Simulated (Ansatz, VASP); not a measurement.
# One calculation of K, two programs

```xyz
4
Lattice="0.0000 8.1375 0.0000 0.0000 0.0000 7.7663 4.6982 0.0000 0.0000" Properties=species:S:1:pos:R:3 pbc="T T T"
K     0.0000    2.7125    1.9416
K     2.3491    6.7813    1.9416
K     2.3491    1.3563    5.8247
K     0.0000    5.4250    5.8247
```

Alike in both runs: task single point; functional PBE; k mesh 4 × 5 × 7; occupations fermi-dirac, width 0.05 eV; no spin polarisation.

```csv
,VASP,Ansatz
version,VASP 6.6.1,Ansatz 0.2.0
potentials or method,"VASP PAW PBE potentials, release 64 (K_sv)","PAW with Ansatz's default frozen-core files, scalar-relativistic"
plane-wave cutoff (eV),520,420
valence electrons in the cell,36,36
```

```csv
,VASP,Ansatz,Ansatz less VASP
pressure (GPa),0.0,0.0,+0.01
```
